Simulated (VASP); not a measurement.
# GaAs in VASP: single point with PBE

Aim: the single point of GaAs with PBE.

Program: VASP 6.6.1. These are calculated values, not measurements. Logs are shortened: lines on timing, memory, paths and dates and some standing lists are left out, and cuts for length are marked.

### Step 1. The cell of the first run

The cell holds a wire or tube with vacuum around it, 4 atoms: a = 11.400 Å, b = 9.300 Å, c = 4.874 Å, α = 90.00°, β = 90.00°, γ = 90.00°.

### Step 2. Single point, PBE, collinear spin

The input, INCAR:

```
SYSTEM = GaAs
PREC     = Accurate       ! precision mode
ENCUT    = 520            ! plane-wave cutoff, eV
EDIFF    = 1E-6           ! SCF threshold, eV
ISMEAR   = 0              ! smearing method
SIGMA    = 0.05           ! smearing width, eV
LREAL    = .False.        ! projectors in reciprocal space
LASPH    = .True.         ! aspherical terms in the spheres
NELM     = 150            ! most SCF steps
ALGO     = Normal         ! electronic algorithm
ISIF     = 2              ! what is computed and relaxed
LWAVE    = .False.        ! write WAVECAR
LCHARG   = .False.        ! write CHGCAR
ISPIN    = 2              ! spin polarisation
MAGMOM   = 0.5 0.5 0.5 0.5 ! initial moments
LORBIT   = 11             ! projections on sites
GGA      = PE             ! functional
NBANDS   = 30             ! bands
```

The input, KPOINTS:

```
Automatic mesh
0
Gamma
  1 1 15
  0 0 0
```

The input, POSCAR:

```
GaAs
1.0
   11.4000000000      0.0000000000      0.0000000000
    0.0000000000      9.3000000000      0.0000000000
    0.0000000000      0.0000000000      4.8741705074
Ga As
2 2
Direct
    0.4105074063      0.5000000000      0.0000000000
    0.5894925937      0.5000000000      0.5000000000
    0.3744978552      0.5000000000      0.5000000000
    0.6255021448      0.5000000000      0.0000000000
```

Potentials or basis: VASP PAW PBE potentials, release 64 (Ga_d, As).

On the command line:

```
cat potpaw_PBE.64/Ga_d/POTCAR potpaw_PBE.64/As/POTCAR > POTCAR
mpirun -np 1 vasp_std > vasp.out
```

OUTCAR:

```text
SYSTEM = GaAs
   PREC = Accurate
   ENCUT = 520
   EDIFF = 1E-6
   ISMEAR = 0
   LREAL = .False.
   LASPH = .True.
   NELM = 150
   ISIF = 2
   ISPIN = 2
   LORBIT = 11
   GGA = PE

 ion  position               nearest neighbor table
   1  0.411  0.500  0.000-   4 2.45   3 2.47   3 2.47
   2  0.589  0.500  0.500-   3 2.45   4 2.47   4 2.47
   3  0.374  0.500  0.500-   2 2.45   1 2.47   1 2.47
   4  0.626  0.500  0.000-   1 2.45   2 2.47   2 2.47

  LATTYP: Found a simple orthorhombic cell.
 ALAT       =     4.8741705074
 B/A-ratio  =     1.9080169612
 C/A-ratio  =     2.3388595009

  Lattice vectors:

 A1 = (   0.0000000000,   0.0000000000,  -4.8741705074)
 A2 = (   0.0000000000,   9.3000000000,   0.0000000000)
 A3 = (  11.4000000000,   0.0000000000,   0.0000000000)

Analysis of symmetry for initial positions (statically):
=====================================================================
 Subroutine PRICEL returns:
 Original cell was already a primitive cell.

 Routine SETGRP: Setting up the symmetry group for a
 simple orthorhombic supercell.

 Subroutine GETGRP returns: Found  8 space group operations
 (whereof  4 operations were pure point group operations)
 out of a pool of  8 trial point group operations.

The static configuration has the point symmetry C_2v.
 The point group associated with its full space group is D_2h.

Analysis of symmetry for dynamics (positions and initial velocities):
=====================================================================
 Subroutine PRICEL returns:
 Original cell was already a primitive cell.

 Routine SETGRP: Setting up the symmetry group for a
 simple orthorhombic supercell.

 Subroutine GETGRP returns: Found  8 space group operations
 (whereof  4 operations were pure point group operations)
 out of a pool of  8 trial point group operations.

The dynamic configuration has the point symmetry C_2v.
 The point group associated with its full space group is D_2h.

Analysis of structural, dynamic, and magnetic symmetry:
=====================================================================
 Subroutine PRICEL returns:
 Original cell was already a primitive cell.

 Routine SETGRP: Setting up the symmetry group for a
 simple orthorhombic supercell.

 Subroutine GETGRP returns: Found  8 space group operations
 (whereof  4 operations were pure point group operations)
 out of a pool of  8 trial point group operations.

The overall configuration has the point symmetry C_2v.
 The point group associated with its full space group is D_2h.

 Subroutine INISYM returns: Found  8 space group operations
 (whereof  4 operations are pure point group operations),
 and found     1 'primitive' translations

----------------------------------------------------------------------------------------

                                     Primitive cell

  volume of cell :     516.7596

  direct lattice vectors                    reciprocal lattice vectors
    11.400000000  0.000000000  0.000000000     0.087719298  0.000000000  0.000000000
     0.000000000  9.300000000  0.000000000     0.000000000  0.107526882  0.000000000
     0.000000000  0.000000000  4.874170507     0.000000000  0.000000000  0.205163114

  length of vectors
    11.400000000  9.300000000  4.874170507     0.087719298  0.107526882  0.205163114

  position of ions in fractional coordinates (direct lattice)
     0.410507406  0.500000000  0.000000000
     0.589492594  0.500000000  0.500000000
     0.374497855  0.500000000  0.500000000
     0.625502145  0.500000000  0.000000000

  ion indices of the primitive-cell ions
   primitive index   ion index
                 1           1
                 2           2
                 3           3
                 4           4

----------------------------------------------------------------------------------------

 KPOINTS: Automatic mesh

Automatic generation of k-mesh.
 Grid dimensions read from file:
 generate k-points for:    1    1   15

 Generating k-lattice:

  Cartesian coordinates                     Fractional coordinates (reciprocal lattice)
     0.087719298  0.000000000  0.000000000     1.000000000  0.000000000  0.000000000
     0.000000000  0.107526882  0.000000000     0.000000000  1.000000000  0.000000000
     0.000000000  0.000000000  0.013677541     0.000000000  0.000000000  0.066666667

  Length of vectors
     0.087719298  0.107526882  0.013677541

  Shift w.r.t. Gamma in fractional coordinates (k-lattice)
     0.000000000  0.000000000  0.000000000

 Subroutine IBZKPT returns following result:
 ===========================================

 Found      8 irreducible k-points:

 Following reciprocal coordinates:
            Coordinates               Weight
  0.000000  0.000000  0.000000      1.000000
  0.000000  0.000000  0.066667      2.000000
  0.000000  0.000000  0.133333      2.000000
  0.000000  0.000000  0.200000      2.000000
  0.000000  0.000000  0.266667      2.000000
  0.000000  0.000000  0.333333      2.000000
  0.000000  0.000000  0.400000      2.000000
  0.000000  0.000000  0.466667      2.000000
   k-points           NKPTS =      8   k-points in BZ     NKDIM =      8   number of bands    NBANDS=     30
   number of dos      NEDOS =    301   number of ions     NIONS =      4
   total plane-waves  NPLWV = 226800
   dimension x,y,z NGX =    90 NGY =   70 NGZ =   36
   dimension x,y,z NGXF=   180 NGYF=  140 NGZF=   72
   ions per type =               2   2
   NGX,Y,Z   is equivalent  to a cutoff of  13.12, 12.51, 12.28 a.u.
   NGXF,Y,Z  is equivalent  to a cutoff of  26.25, 25.03, 24.56 a.u.
 SYSTEM =  GaAs
   PREC   = accura    normal or accurate (medium, high low for compatibility)
   ISTART =      0    job   : 0-new  1-cont  2-samecut
   ICHARG =      2    charge: 1-file 2-atom 10-const
   ISPIN  =      2    spin polarized calculation?
   LNONCOLLINEAR =      F non collinear calculations
   LSORBIT =      F    spin-orbit coupling
   LASPH  =      T    aspherical Exc in radial PAW
   ENCUT  =  520.0 eV  38.22 Ry    6.18 a.u.  21.20 17.29  9.06*2*pi/ulx,y,z
   NELM   =    150;   NELMIN=  2; NELMDL= -5     # of ELM steps
   EDIFF  = 0.1E-05   stopping-criterion for ELM
   LREAL  =      F    real-space projection
   EDIFFG = 0.1E-04   stopping-criterion for IOM
   NSW    =      0    number of steps for IOM
   IBRION =     -1    ionic relax: 0-MD 1-quasi-New 2-CG
   NFREE  =      0    steps in history (QN), initial steepest desc. (CG)
   ISIF   =      2    stress and relaxation
   ISYM   =      2    0-nonsym 1-usesym 2-fastsym
   POTIM  = 0.5000    time-step for ionic-motion
   TEBEG  =    0.0;   TEEND  =   0.0 temperature during run
   PSTRESS=    0.0 pullay stress
   NELECT =      36.0000    total number of electrons
   NUPDOWN=      -1.0000    fix difference up-down
   EMIN   =  10.00;   EMAX   =-10.00  energy-range for DOS
   EFERMI =   0.00;   METHOD = LEGACY
   ISMEAR =     0;   SIGMA  =   0.05  broadening in eV -4-tet -1-fermi 0-gaus
   EFERMI_NEDOS =   21; number of points for ismear=-14 and -15
   IALGO  =     38    algorithm
   IMIX   =      4    mixing-type and parameters
     AMIX     =   0.40;   BMIX     =  1.00
     AMIX_MAG =   1.60;   BMIX_MAG =  1.00
  volume/ion in A,a.u.               =     129.19       871.82
  Fermi-wavevector in a.u.,A,eV,Ry     =   0.673617  1.272951  6.173772  0.453759
  Thomas-Fermi vector in A             =   1.750090
   LORBIT       =     11    0 simple, 1 ext, 2 COOP (PROOUT), +10 PAW based schemes
   GGA     = PE    functional components
   LHFCALC =     F    Hartree Fock is set to
   AEXX    =    0.0000 exact exchange contribution
   IVDW    =     0    specifies the selected vdW correction
   LEPSILON=     F    determine dielectric tensor
   LRPA    =     F    only Hartree local field effects (RPA)
 spin polarized calculation
 Gauss-broadening in eV      SIGMA  =   0.05
  energy-cutoff  :      520.00
  volume of cell :      516.76
 maximum number of plane-waves:     13944
 NGX is ok and might be reduce to    90
   NGX = 43   NGY = 35   NGZ = 19

 number of electron      36.0000025 magnetization       0.4000143

 Free energy of the ion-electron system (eV)
  ---------------------------------------------------
  ext. energy  EPLUGINS =         0.00000000
  ---------------------------------------------------
  free energy    TOTEN  =       -13.06247029 eV

  energy without entropy =      -13.05727154  energy(sigma->0) =      -13.05987092

 E-fermi :  -3.3826     XC(G=0):  -2.8614

 val. band max:       -3.3990995319   @ k =   0.0000   0.0000   0.1333
 cond. band min:      -3.3512179515   @ k =   0.0000   0.0000   0.3333
 fundamental gap:      0.0478815804
 Fermi energy:        -3.3826347729

 spin component 1

 k-point     1 :       0.0000    0.0000    0.0000
  band No.  band energies     occupation
      1     -18.3746      1.00000
      2     -18.3408      1.00000
      3     -18.1967      1.00000
      4     -18.1830      1.00000
      5     -18.1771      1.00000
      6     -18.1669      1.00000
[... 253 lines left out ...]
     29       3.0747      0.00000
     30       3.1649      0.00000
 Fermi energy:        -3.3826347729

 spin component 2

 k-point     1 :       0.0000    0.0000    0.0000
  band No.  band energies     occupation
      1     -18.3715      1.00000
      2     -18.3407      1.00000
      3     -18.1969      1.00000
      4     -18.1846      1.00000
      5     -18.1799      1.00000
      6     -18.1670      1.00000
[... 253 lines left out ...]
     29       3.0903      0.00000
     30       3.2391      0.00000

------------------------ aborting loop because EDIFF is reached ----------------------------------------

  FORCE on cell =-STRESS in cart. coord.  units (eV):
  Direction    XX          YY          ZZ          XY          YZ          ZX
  --------------------------------------------------------------------------------------
  -------------------------------------------------------------------------------------
  Total        0.0632340      0.0620155      0.2340304      0.0000000      0.0000000      0.0000000
  in kB        0.1960525      0.1922747      0.7255952      0.0000000      0.0000000      0.0000000
  external PRESSURE =       0.3713075 kB  Pullay stress =       0.0000000 kB

 VOLUME and BASIS-vectors are now :
 -----------------------------------------------------------------------------
  energy-cutoff  :      520.00
  volume of cell :      516.76
      direct lattice vectors                 reciprocal lattice vectors
    11.400000000  0.000000000  0.000000000     0.087719298  0.000000000  0.000000000
     0.000000000  9.300000000  0.000000000     0.000000000  0.107526882  0.000000000
     0.000000000  0.000000000  4.874170507     0.000000000  0.000000000  0.205163114

 POSITION                                       TOTAL-FORCE (eV/Angst)
 -----------------------------------------------------------------------------------
      4.67978      4.65000      0.00000        -0.013860      0.000000      0.000000
      6.72022      4.65000      2.43709         0.013860      0.000000      0.000000
      4.26928      4.65000      2.43709        -0.021977      0.000000      0.000000
      7.13072      4.65000      0.00000         0.021977      0.000000      0.000000
 -----------------------------------------------------------------------------------
    total drift:                                0.000000     -0.000000     -0.000000

  FREE ENERGIE OF THE ION-ELECTRON SYSTEM (eV)
  ---------------------------------------------------
  free  energy   TOTEN  =       -13.0624702900 eV

  energy  without entropy=      -13.0572715438  energy(sigma->0) =      -13.05987092

 total charge

# of ion       s       p       d       tot
------------------------------------------
    1        0.991   0.589   9.973  11.553
    2        0.991   0.589   9.973  11.553
    3        1.261   1.455   0.024   2.739
    4        1.261   1.455   0.024   2.739
--------------------------------------------------
tot          4.502   4.088  19.995  28.585

 magnetization (x)

# of ion       s       p       d       tot
------------------------------------------
    1       -0.003  -0.009   0.003  -0.009
    2       -0.003  -0.009   0.003  -0.009
    3        0.002   0.092  -0.000   0.093
    4        0.002   0.092  -0.000   0.093
--------------------------------------------------
tot         -0.003   0.166   0.005   0.168
```

Run time: 10 min. Hardware: 1 thread of Oxide Virtual Turin-like, shared host; peak memory 0.7 GiB.

What came out:

| Item | Value |
| --- | --- |
| Free energy | -13.0625 eV |
| Largest force | 0.022 eV/Å |
| Net moment | 0.40 μB per cell |
| Site moments | Ga -0.01; As +0.09 μB |
| Valence electrons inside the program's atomic spheres | Ga 11.55; As 2.74 |

Forces on the atoms (eV/Å):
```
Ga  -0.014  0.000  0.000
Ga   0.014  0.000  0.000
As  -0.022  0.000  0.000
As   0.022  0.000  0.000
```

Caveat: a moment this small can come from the mesh or the smearing.
